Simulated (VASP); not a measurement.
Crystal: KI.

```xyz
2
Lattice="0.0000 3.5793 3.5793 3.5793 0.0000 3.5793 3.5793 3.5793 0.0000" Properties=species:S:1:pos:R:3 pbc="T T T"
I     3.5793    3.5793    3.5793
K     0.0000    0.0000    0.0000
```

This cell differs from its parent crystal: volume scaled by 1.04.

Base run:

| Quantity | Value |
| --- | --- |
| Program | VASP 6.6.1 |
| Functional | PBE |
| Potentials or basis | VASP PAW PBE potentials, release 64 (I, K_sv) |
| Cutoff | 520 eV |
| k mesh | 7 × 7 × 7 |
| Occupations | fermi-dirac, width 0.05 eV |
| Spin | no spin polarisation |

Its results: band gap on the k mesh 3.87 eV, direct; pressure 0.1 GPa.

Problem. The run is repeated on the same cell with these changes: functional from PBE to PBEsol; further incar settings from ALGO = Normal; EDIFF = 1e-07; NBANDS = 15 to ALGO = Normal; EDIFF = 1e-06; NBANDS = 15. What comes out?

Solution. Band gap on the k mesh 3.73 eV, direct; pressure -0.7 GPa.

Caveats: spin-orbit coupling is left out, which moves the levels of the heavy elements; the PAW data sets were made with another functional, which shifts forces and pressure a little (some runs).

A k mesh can miss the band edges.
